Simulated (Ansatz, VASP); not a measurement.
# CaBr: VASP beside Ansatz

INCAR

```
PREC = Accurate
ENCUT = 600
EDIFF = 1E-6
ISMEAR = 1
SIGMA = 0.1
LREAL = F
LASPH = T
NELM = 80
ALGO = Normal
ISIF = 3
LWAVE = F
LCHARG = F
GGA = PE
IBRION = 2
NSW = 80
EDIFFG = -0.01
```

File KPOINTS:

```
Automatic mesh
0
Gamma
  13 13 10
```

The input POSCAR:

```
CaBr
1.0
    3.9170223800      0.0000000000      0.0000000000
   -1.9585111900      3.3922408900      0.0000000000
    0.0000000000      0.0000000000      4.3410340000
Ca Br
1 1
Direct
    0.0000000000      0.0000000000      0.0000000000
    0.3333333333      0.6666666667      0.5000000000
```

Input for Ansatz:

```yaml
crystal:
  lattice:
    - [3.91702238, 0.0, 0.0]
    - [-1.95851119, 3.39224089, 0.0]
    - [0.0, 0.0, 4.341034]
  atoms:
    - { symbol: Ca, position: [0.0, 0.0, 0.0] }
    - { symbol: Br, position: [0.3333333333333333, 0.6666666666666666, 0.5] }
kpoints:
  mp_grid:
    grid: [13, 13, 10]
hamiltonian:
  xc: pbe
  pseudopotentials:
    kind: paw
scf:
  occupations:
    method: cold
relax:
  cell: {}
```

Alike in both runs: task relaxation of cell and atoms; functional PBE; k mesh 13 × 13 × 10; no spin polarisation.

|  | VASP | Ansatz |
| --- | --- | --- |
| version | VASP 6.6.1 | Ansatz 0.2.0 |
| potentials or method | VASP PAW PBE potentials, release 64 (Ca_sv, Br) | plane waves, PAW |
| plane-wave cutoff (eV) | 600 | 420 |
| occupations | methfessel-paxton of order 1, width 0.1 eV | cold |
| valence electrons in the cell | 17 | 17 |

VASP gave:

```
relaxed volume (Å³/atom)                                     : 29.46
relaxed cell length with the largest relative difference (Å) : 4.431
```

Q: Estimate Ansatz's values.

A: Relaxed volume (Å³/atom): 29.26; relaxed cell length with the largest relative difference (Å): 4.407.
